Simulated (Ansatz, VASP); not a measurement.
## Mg2Si: VASP beside Ansatz

File INCAR:

```
ALGO = Normal ; EDIFF = 1E-8
ENCUT = 520 ; GGA_COMPAT = False
ISIF = 2 ; ISMEAR = -1
LASPH = True ; LCHARG = False
LEFG = True ; LREAL = False
LWAVE = False ; NBANDS = 11
NELM = 120 ; PREC = Accurate
SIGMA = 0.05
```

The input KPOINTS:

```
k-points
0
Gamma
  11 11 11
```

Contents of POSCAR:

```
Mg2Si
1.0
    0.0000000000      3.1950000000      3.1950000000
    3.1950000000      0.0000000000      3.1950000000
    3.1950000000      3.1950000000      0.0000000000
Mg Si
2 1
Direct
    0.2500000000      0.2500000000      0.2500000000
    0.7500000000      0.7500000000      0.7500000000
    0.0000000000      0.0000000000      0.0000000000
```

Input for Ansatz:

```yaml
crystal:
  lattice:
    - [0.0, 3.195, 3.195]
    - [3.195, 0.0, 3.195]
    - [3.195, 3.195, 0.0]
  atoms:
    - { symbol: Mg, position: [0.25, 0.25, 0.25] }
    - { symbol: Mg, position: [0.75, 0.75, 0.75] }
    - { symbol: Si, position: [0.0, 0.0, 0.0] }
kpoints:
  mp_grid: { grid: [11, 11, 11] }
  band_path:
    path:
      - [0.0, 0.0, 0.0]
      - [0.5, 0.0, 0.5]
      - [0.625, 0.25, 0.625]
      - [0.375, 0.375, 0.75]
      - [0.0, 0.0, 0.0]
      - [0.5, 0.5, 0.5]
      - [0.5, 0.25, 0.75]
      - [0.5, 0.0, 0.5]
    npoints: 14
scf:
  occupations: { method: fermi_dirac, width: 0.05 }
hamiltonian:
  xc: lda
  pseudopotentials: { kind: paw }
output:
  forces: true
  stress: true
  eigenvalues: true
  efg: { contact_densities: true }
  populations: true
  bader: true
  dos: { projected: true, de: 0.2, e_range: [-14, 8] }
  write_density: true
  write_potential: true
  elf: true
  volumetric_format: npy
```

Alike in both runs: task electric field gradients; functional LDA; k mesh 11 × 11 × 11; occupations fermi-dirac, width 0.05 eV; no spin polarisation.

```csv
,VASP,Ansatz
version,VASP 6.6.1,Ansatz 0.2.0
potentials or method,"VASP PAW LDA potentials, release 64 (Mg, Si)","PAW with Ansatz's default frozen-core files, scalar-relativistic"
plane-wave cutoff (eV),520,420
valence electrons in the cell,8,24
```

```tsv
	VASP	Ansatz	Ansatz less VASP
pressure (GPa)	-3.5	-3.2	+0.28
```

LDA's correlation is that of Perdew and Zunger in VASP and of Perdew and Wang (1992) in Ansatz. VASP's potentials hold 8 valence electrons a cell and Ansatz's 24, so a difference there can come from the potentials and not from the codes.
